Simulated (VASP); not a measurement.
# Al32N (a cell with a defect) in VASP: a series of runs

The runs below take Al32N (a cell with a defect) through single point, with PBE.

Program: VASP 6.6.1. These are calculated values, not measurements. Logs are shortened: lines on timing, memory, paths and dates and some standing lists are left out, and cuts for length are marked.

### Step 1. The cell of the first run

The cell holds a defect, 33 atoms: a = 8.100 Å, b = 8.100 Å, c = 8.100 Å, α = 90.00°, β = 90.00°, γ = 90.00°.

### Step 2. Single point, PBE

Input file INCAR:

```
ALGO = Normal ; EDIFF = 1E-6
ENCUT = 520 ; GGA = PE
GGA_COMPAT = False ; ISIF = 2
ISMEAR = 0 ; LASPH = True
LCHARG = True ; LELF = True
LREAL = Auto ; LVHAR = True
LWAVE = False ; NBANDS = 72
NELM = 120 ; PREC = Accurate
SIGMA = 0.1
```

Input file KPOINTS:

```
k-points
0
Gamma
  3 3 3
```

Input file POSCAR:

```
Al32N
1.0
    8.1000000000      0.0000000000      0.0000000000
    0.0000000000      8.1000000000      0.0000000000
    0.0000000000      0.0000000000      8.1000000000
Al N
32 1
Direct
    0.4998697439     -0.0003682395     -0.0000929070
    0.7503011112      0.2500345962     -0.0000936347
    0.7487161946      0.0012317505      0.2487354660
   -0.0000833994      0.0021050378     -0.0000673594
    0.2495120941      0.2500327484     -0.0000885384
    0.4998715835      0.5004180468     -0.0000916241
    0.7478162914      0.7500225529     -0.0000674445
    0.2510596671      0.0011499727      0.2488169688
    0.4998688981      0.2500345456      0.2503267661
    0.7487363426      0.4988275128      0.2487555497
    0.4999058586      0.0021066210      0.4999398639
    0.7478179042      0.2500250148      0.4999395516
    0.7487722884      0.0011756221      0.7511043842
   -0.0000835074      0.4979527410     -0.0000678461
    0.2519650902      0.7500226149     -0.0000690764
   -0.0000835762      0.2500249481      0.2478481463
    0.2510398691      0.4989088582      0.2488351661
    0.4999060051      0.7500224836      0.2478448795
   -0.0001238842      0.0056079227      0.4999106876
    0.2519641016      0.2500255694      0.4999393664
    0.4999051213      0.4979513464      0.4999397953
    0.7442202735      0.7500333177      0.4999107336
    0.2510049821      0.0010993134      0.7510244134
    0.4998739836      0.2500332625      0.7495391871
    0.7487911567      0.4988834311      0.7510844800
   -0.0001238823      0.7500333396      0.2442908709
   -0.0001235117      0.4945022009      0.4999109825
    0.2553469495      0.7500328300      0.4999119378
   -0.0000838255      0.2500253762      0.7519961593
    0.2509868055      0.4989589566      0.7510067464
    0.4999041104      0.7500225391      0.7519984715
   -0.0001228469      0.7500330055      0.7554061915
   -0.0004083927      0.7501010612      0.4997182650
```

Potentials or basis: VASP PAW PBE potentials, release 64 (Al, N).

The run is started by

```sh
cat potpaw_PBE.64/Al/POTCAR potpaw_PBE.64/N/POTCAR > POTCAR
mpirun -np 1 vasp_std > vasp.out
```

OUTCAR:

```text
EDIFF = 1E-6
   ENCUT = 520
   GGA = PE
   ISIF = 2
   ISMEAR = 0
   LASPH = True
   LREAL = Auto
   NELM = 120
   PREC = Accurate

 ion  position               nearest neighbor table
   1  0.500  1.000  1.000-  15 2.85  31 2.85  18 2.85   7 2.85   3 2.85  13 2.85   8 2.85  23 2.85
                             5 2.87  24 2.87   9 2.87   2 2.87
   2  0.750  0.250  1.000-  29 2.85  14 2.85   4 2.85  16 2.85   3 2.85  10 2.85  13 2.85  25 2.85
                            24 2.87   6 2.87   1 2.87   9 2.87
   3  0.749  0.001  0.249-   2 2.85   9 2.85   1 2.85  16 2.86  12 2.86   4 2.86   7 2.86  11 2.86
                            18 2.86  19 2.88  26 2.88  22 2.88
   4  1.000  0.002  1.000-  16 2.84  29 2.84  26 2.84  32 2.84   5 2.85   2 2.85  13 2.86  23 2.86
                             3 2.86   8 2.86  15 2.89   7 2.89
   5  0.250  0.250  1.000-  29 2.85  14 2.85   4 2.85  16 2.85   8 2.85  17 2.85  23 2.85  30 2.85
                            24 2.87   6 2.87   1 2.87   9 2.87
   6  0.500  0.500  1.000-  15 2.85  31 2.85  18 2.85   7 2.85  10 2.85  25 2.85  17 2.85  30 2.85
                             5 2.87  24 2.87   9 2.87   2 2.87
   7  0.748  0.750  1.000-  18 2.84  31 2.84  26 2.84  32 2.84   6 2.85   1 2.85  13 2.86  25 2.86
                             3 2.86  10 2.86  14 2.89   4 2.89
   8  0.251  0.001  0.249-   9 2.85   1 2.85   5 2.85  11 2.86  18 2.86  20 2.86  15 2.86  16 2.86
                             4 2.86  28 2.88  19 2.88  26 2.88
   9  0.500  0.250  0.250-  20 2.85  21 2.85  11 2.85  12 2.85   3 2.85  10 2.85   8 2.85  17 2.85
[... 32 lines left out ...]
                            21 2.86  32 2.88  27 2.88  22 2.88
  26  1.000  0.750  0.244-  33 2.07   7 2.84   4 2.84  14 2.84  15 2.84  17 2.88   8 2.88  10 2.88
                             3 2.88  28 2.93  27 2.93  19 2.93  22 2.93
  27  1.000  0.495  0.500-  33 2.07  12 2.84  16 2.84  29 2.84  20 2.84  30 2.88  17 2.88  25 2.88
                            10 2.88  28 2.93  32 2.93  26 2.93  22 2.93
  28  0.255  0.750  0.500-  33 2.07  18 2.84  11 2.84  21 2.84  31 2.84  30 2.88  23 2.88  17 2.88
                             8 2.88  32 2.93  27 2.93  19 2.93  26 2.93
  29  1.000  0.250  0.752-   4 2.84  14 2.84  19 2.84  27 2.84   5 2.85   2 2.85  25 2.86  13 2.86
                            30 2.86  23 2.86  20 2.89  12 2.89
  30  0.251  0.499  0.751-   6 2.85  24 2.85   5 2.85  31 2.86  21 2.86  15 2.86  14 2.86  20 2.86
                            29 2.86  28 2.88  32 2.88  27 2.88
  31  0.500  0.750  0.752-   7 2.84  15 2.84  22 2.84  28 2.84   6 2.85   1 2.85  23 2.86  30 2.86
                            13 2.86  25 2.86  21 2.89  11 2.89
  32  1.000  0.750  0.755-  33 2.07   7 2.84   4 2.84  14 2.84  15 2.84  30 2.88  23 2.88  25 2.88
                            13 2.88  28 2.93  27 2.93  19 2.93  22 2.93
  33  1.000  0.750  0.500-  22 2.07  26 2.07  19 2.07  27 2.07  32 2.07  28 2.07

  LATTYP: Found a simple cubic cell.
 ALAT       =     8.1000000000

  Lattice vectors:

 A1 = (   8.1000000000,   0.0000000000,   0.0000000000)
 A2 = (   0.0000000000,   8.1000000000,   0.0000000000)
 A3 = (   0.0000000000,   0.0000000000,   8.1000000000)

Analysis of symmetry for initial positions (statically):
=====================================================================
 Subroutine PRICEL returns:
 Original cell was already a primitive cell.

 Routine SETGRP: Setting up the symmetry group for a
 simple cubic supercell.

 Subroutine GETGRP returns: Found  1 space group operations
 (whereof  1 operations were pure point group operations)
 out of a pool of 48 trial point group operations.

The static configuration has the point symmetry C_1 .

Analysis of symmetry for dynamics (positions and initial velocities):
=====================================================================
 Subroutine PRICEL returns:
 Original cell was already a primitive cell.

 Routine SETGRP: Setting up the symmetry group for a
 simple cubic supercell.

 Subroutine GETGRP returns: Found  1 space group operations
 (whereof  1 operations were pure point group operations)
 out of a pool of 48 trial point group operations.

The dynamic configuration has the point symmetry C_1 .

 Subroutine INISYM returns: Found  1 space group operations
 (whereof  1 operations are pure point group operations),
 and found     1 'primitive' translations

----------------------------------------------------------------------------------------

                                     Primitive cell

  volume of cell :     531.4410
[... 92 lines left out ...]
     0.000000000  0.041152263  0.000000000     0.000000000  0.333333333  0.000000000
     0.000000000  0.000000000  0.041152263     0.000000000  0.000000000  0.333333333

  Length of vectors
     0.041152263  0.041152263  0.041152263

  Shift w.r.t. Gamma in fractional coordinates (k-lattice)
     0.000000000  0.000000000  0.000000000

 Subroutine IBZKPT returns following result:
 ===========================================

 Found     14 irreducible k-points:

 Following reciprocal coordinates:
            Coordinates               Weight
  0.000000  0.000000  0.000000      1.000000
  0.333333  0.000000  0.000000      2.000000
  0.000000  0.333333  0.000000      2.000000
  0.000000  0.000000  0.333333      2.000000
  0.333333  0.333333  0.000000      2.000000
  0.000000  0.333333  0.333333      2.000000
  0.333333  0.000000  0.333333      2.000000
 -0.333333  0.333333  0.000000      2.000000
 -0.333333  0.000000  0.333333      2.000000
  0.000000 -0.333333  0.333333      2.000000
  0.333333  0.333333  0.333333      2.000000
 -0.333333  0.333333  0.333333      2.000000
 -0.333333 -0.333333  0.333333      2.000000
  0.333333 -0.333333  0.333333      2.000000
   k-points           NKPTS =     14   k-points in BZ     NKDIM =     14   number of bands    NBANDS=     72
   number of dos      NEDOS =    301   number of ions     NIONS =     33
   total plane-waves  NPLWV = 216000
   dimension x,y,z NGX =    60 NGY =   60 NGZ =   60
   dimension x,y,z NGXF=   120 NGYF=  120 NGZF=  120
   ions per type =              32   1
   NGX,Y,Z   is equivalent  to a cutoff of  12.31, 12.31, 12.31 a.u.
   NGXF,Y,Z  is equivalent  to a cutoff of  24.63, 24.63, 24.63 a.u.
 SYSTEM =  unknown system
   PREC   = accura    normal or accurate (medium, high low for compatibility)
   ISTART =      0    job   : 0-new  1-cont  2-samecut
   ICHARG =      2    charge: 1-file 2-atom 10-const
   ISPIN  =      1    spin polarized calculation?
   LNONCOLLINEAR =      F non collinear calculations
   LSORBIT =      F    spin-orbit coupling
   LASPH  =      T    aspherical Exc in radial PAW
   ENCUT  =  520.0 eV  38.22 Ry    6.18 a.u.  15.06 15.06 15.06*2*pi/ulx,y,z
   NELM   =    120;   NELMIN=  2; NELMDL= -5     # of ELM steps
   EDIFF  = 0.1E-05   stopping-criterion for ELM
   LREAL  =      T    real-space projection
   EDIFFG = 0.1E-04   stopping-criterion for IOM
   NSW    =      0    number of steps for IOM
   IBRION =     -1    ionic relax: 0-MD 1-quasi-New 2-CG
   NFREE  =      0    steps in history (QN), initial steepest desc. (CG)
   ISIF   =      2    stress and relaxation
   ISYM   =      2    0-nonsym 1-usesym 2-fastsym
   POTIM  = 0.5000    time-step for ionic-motion
   TEBEG  =    0.0;   TEEND  =   0.0 temperature during run
   PSTRESS=    0.0 pullay stress
   NELECT =     101.0000    total number of electrons
   NUPDOWN=      -1.0000    fix difference up-down
   EMIN   =  10.00;   EMAX   =-10.00  energy-range for DOS
   EFERMI =   0.00;   METHOD = LEGACY
   ISMEAR =     0;   SIGMA  =   0.10  broadening in eV -4-tet -1-fermi 0-gaus
   EFERMI_NEDOS =   21; number of points for ismear=-14 and -15
   IALGO  =     38    algorithm
   IMIX   =      4    mixing-type and parameters
     AMIX     =   0.40;   BMIX     =  1.00
     AMIX_MAG =   1.60;   BMIX_MAG =  1.00
  volume/ion in A,a.u.               =      16.10       108.68
  Fermi-wavevector in a.u.,A,eV,Ry     =   0.941233  1.778672 12.053656  0.885919
  Thomas-Fermi vector in A             =   2.068723
   LORBIT       =      0    0 simple, 1 ext, 2 COOP (PROOUT), +10 PAW based schemes
   GGA     = PE    functional components
   LHFCALC =     F    Hartree Fock is set to
   AEXX    =    0.0000 exact exchange contribution
   IVDW    =     0    specifies the selected vdW correction
   LEPSILON=     F    determine dielectric tensor
   LRPA    =     F    only Hartree local field effects (RPA)
 non-spin polarized calculation
 Gauss-broadening in eV      SIGMA  =   0.10
  energy-cutoff  :      520.00
  volume of cell :      531.44
 maximum number of plane-waves:     14358
   NGX = 31   NGY = 31   NGZ = 31

 number of electron     100.9999998 magnetization

 Free energy of the ion-electron system (eV)
  ---------------------------------------------------
  ext. energy  EPLUGINS =         0.00000000
  ---------------------------------------------------
  free energy    TOTEN  =      -128.72597268 eV

  energy without entropy =     -128.68378140  energy(sigma->0) =     -128.70487704

 E-fermi :   7.9988     XC(G=0): -10.2421

 val. band max:        7.8913792205   @ k =   0.0000   0.3333   0.3333
 cond. band min:       8.0482296632   @ k =   0.0000   0.3333   0.3333
 fundamental gap:      0.1568504427
 Fermi energy:         7.9987711348

 k-point     1 :       0.0000    0.0000    0.0000
  band No.  band energies     occupation
      1      -8.4586      2.00000
      2      -2.8517      2.00000
      3      -1.0109      2.00000
      4      -1.0109      2.00000
      5      -1.0109      2.00000
      6      -0.8266      2.00000
[... 899 lines left out ...]
     61       9.7423      0.00000
     62       9.8671      0.00000
 [bands above 62 left out]

------------------------ aborting loop because EDIFF is reached ----------------------------------------

  FORCE on cell =-STRESS in cart. coord.  units (eV):
  Direction    XX          YY          ZZ          XY          YZ          ZX
  --------------------------------------------------------------------------------------
  -------------------------------------------------------------------------------------
  Total       -0.3567053     -0.3564689     -0.3569591     -0.0003055     -0.0008779     -0.0009452
  in kB       -1.0753876     -1.0746750     -1.0761528     -0.0009211     -0.0026468     -0.0028495
  external PRESSURE =      -1.0754051 kB  Pullay stress =       0.0000000 kB

 VOLUME and BASIS-vectors are now :
 -----------------------------------------------------------------------------
  energy-cutoff  :      520.00
  volume of cell :      531.44
      direct lattice vectors                 reciprocal lattice vectors
     8.100000000  0.000000000  0.000000000     0.123456790  0.000000000  0.000000000
     0.000000000  8.100000000  0.000000000     0.000000000  0.123456790  0.000000000
     0.000000000  0.000000000  8.100000000     0.000000000  0.000000000  0.123456790

 POSITION                                       TOTAL-FORCE (eV/Angst)
 -----------------------------------------------------------------------------------
      4.04894      8.09702      8.09925        -0.000362     -0.003625      0.000097
      6.07744      2.02528      8.09924         0.000354     -0.000362      0.000655
      6.06460      0.00998      2.01476        -0.003067      0.002139     -0.002621
      8.09932      0.01705      8.09945        -0.000342      0.005338     -0.000006
      2.02105      2.02527      8.09928        -0.006123      0.000224      0.000031
      4.04896      4.05339      8.09926        -0.000188      0.005574     -0.000622
[... 25 lines left out ...]
      8.09900      6.07527      6.11879         0.000482     -0.000099     -0.007759
      8.09669      6.07582      4.04772         0.003831     -0.000886      0.002557
 -----------------------------------------------------------------------------------
    total drift:                               -0.004604      0.000434     -0.000685

  FREE ENERGIE OF THE ION-ELECTRON SYSTEM (eV)
  ---------------------------------------------------
  free  energy   TOTEN  =      -128.7259726758 eV

  energy  without entropy=     -128.6837813964  energy(sigma->0) =     -128.70487704
```

Run time: 25 min. Hardware: 1 thread of Intel Xeon 8259CL, shared host; peak memory 0.67 GiB.

What came out:

| Item | Value |
| --- | --- |
| Free energy | -128.7260 eV |
| Pressure | -0.1 GPa |
| Largest force | 0.009 eV/Å |
| Band gap on the k mesh | zero (an odd number of electrons rules out a gap without spin polarisation) |

Forces in eV/Å, atoms in the order of the input:
```
Al   0.000 -0.004  0.000
Al   0.000  0.000  0.001
Al  -0.003  0.002 -0.003
Al   0.000  0.005  0.000
Al  -0.006  0.000  0.000
Al   0.000  0.006 -0.001
Al  -0.005  0.000 -0.001
Al   0.003  0.004 -0.005
Al   0.000  0.000  0.002
Al  -0.004 -0.002 -0.003
Al   0.000  0.005  0.000
Al  -0.005  0.000 -0.001
Al  -0.004  0.004  0.003
Al   0.000 -0.006  0.000
Al   0.006  0.000  0.000
Al   0.000  0.000 -0.005
Al   0.004 -0.004 -0.005
Al   0.000  0.000 -0.005
Al   0.000 -0.007 -0.001
Al   0.006  0.000  0.000
Al   0.000 -0.006  0.000
Al   0.008  0.000 -0.001
Al   0.005  0.005  0.005
Al   0.000  0.000 -0.006
Al  -0.004 -0.003  0.004
Al   0.000  0.000  0.008
Al   0.000  0.006  0.000
Al  -0.009  0.000  0.001
Al   0.000  0.000  0.006
Al   0.005 -0.005  0.005
Al   0.000  0.000  0.006
Al   0.000  0.000 -0.008
N    0.004 -0.001  0.003
```

Levels at points of the mesh, in eV from the Fermi level:
```tsv
k point	band 47	band 48	band 49	band 50	band 51	band 52	band 53	band 54
(0.00, 0.00, 0.00)	0.06	0.06	0.06	0.18	0.18	0.23	0.23	0.23
```

### Step 3. Single point, PBE

Input file INCAR:

```
PREC = Accurate
ENCUT = 520
EDIFF = 1E-6
ISMEAR = 0
SIGMA = 0.1
LREAL = Auto
LASPH = T
NELM = 120
ALGO = Normal
ISIF = 2
LWAVE = F
LCHARG = F
GGA = PE
NBANDS = 72
GGA_COMPAT = F
```

Input file KPOINTS:

```
regular mesh
0
Gamma
  3 3 3
```

Input file POSCAR:

```
Al32N
1.0
    8.1000000000      0.0000000000      0.0000000000
    0.0000000000      8.1000000000      0.0000000000
    0.0000000000      0.0000000000      8.1000000000
Al N
32 1
Direct
    0.4998697531     -0.0003682716     -0.0000929630
    0.7503011111      0.2500345679     -0.0000935802
    0.7487161728      0.0012317284      0.2487354321
   -0.0000834568      0.0021050617     -0.0000674074
    0.2495120988      0.2500327160     -0.0000885185
    0.4998716049      0.5004180247     -0.0000916049
    0.7478162963      0.7500225926     -0.0000674074
    0.2510596296      0.0011500000      0.2488169136
    0.4998688889      0.2500345679      0.2503267901
    0.7487362963      0.4988275309      0.2487555556
    0.4999058025      0.0021066667      0.4999398765
    0.7478179012      0.2500250617      0.4999395062
    0.7487723457      0.0011756790      0.7511043210
   -0.0000834568      0.4979527160     -0.0000679012
    0.2519650617      0.7500225926     -0.0000691358
   -0.0000835802      0.2500249383      0.2478481481
    0.2510398765      0.4989088889      0.2488351852
    0.4999060494      0.7500224691      0.2478449383
   -0.0001238272      0.0056079012      0.4999107407
    0.2519640741      0.2500255556      0.4999393827
    0.4999050617      0.4979513580      0.4999397531
    0.7442202469      0.7500333333      0.4999107407
    0.2510049383      0.0010992593      0.7510244444
    0.4998739506      0.2500332099      0.7495391358
    0.7487911111      0.4988834568      0.7510844444
   -0.0001238272      0.7500333333      0.2442908642
   -0.0001234568      0.4945022222      0.4999109877
    0.2553469136      0.7500328395      0.4999119753
   -0.0000838272      0.2500254321      0.7519961728
    0.2509867901      0.4989590123      0.7510067901
    0.4999040741      0.7500225926      0.7519985185
   -0.0001228395      0.7500329630      0.7554061728
   -0.0004083951      0.7501011111      0.4997182716
```

Potentials or basis: VASP PAW PBE potentials, release 64 (Al, N).

The run is started by

```sh
cat potpaw_PBE.64/Al/POTCAR potpaw_PBE.64/N/POTCAR > POTCAR
mpirun -np 1 vasp_std > vasp.out
```

It took 19 min on 1 thread of Intel Xeon 8259CL, shared host; peak memory 0.67 GiB.

The run converged. Its results:

* Free energy: -128.7260 eV
* Pressure: -0.1 GPa
* Largest force: 0.009 eV/Å
* Band gap on the k mesh: zero (an odd number of electrons rules out a gap without spin polarisation)

Forces in eV/Å, atoms in the order of the input:
```
Al   0.000 -0.004  0.000
Al   0.000  0.000  0.001
Al  -0.003  0.002 -0.003
Al   0.000  0.005  0.000
Al  -0.006  0.000  0.000
Al   0.000  0.006 -0.001
Al  -0.005  0.000 -0.001
Al   0.003  0.004 -0.005
Al   0.000  0.000  0.002
Al  -0.004 -0.002 -0.003
Al   0.000  0.005  0.000
Al  -0.005  0.000 -0.001
Al  -0.004  0.004  0.003
Al   0.000 -0.006  0.000
Al   0.006  0.000  0.000
Al   0.000  0.000 -0.005
Al   0.004 -0.004 -0.005
Al   0.000  0.000 -0.005
Al   0.000 -0.007 -0.001
Al   0.006  0.000  0.000
Al   0.000 -0.006  0.000
Al   0.008  0.000 -0.001
Al   0.005  0.005  0.005
Al   0.000  0.000 -0.006
Al  -0.004 -0.003  0.004
Al   0.000  0.000  0.008
Al   0.000  0.006  0.000
Al  -0.009  0.000  0.001
Al   0.000  0.000  0.006
Al   0.005 -0.005  0.005
Al   0.000  0.000  0.006
Al   0.000  0.000 -0.008
N    0.004 -0.001  0.003
```

Levels at points of the mesh, in eV from the Fermi level:
```tsv
k point	band 46	band 47	band 48	band 49	band 50	band 51	band 52	band 53	band 54	band 55
(0.00, 0.00, 0.00)	-0.80	0.06	0.06	0.06	0.18	0.18	0.23	0.23	0.23	1.01
```
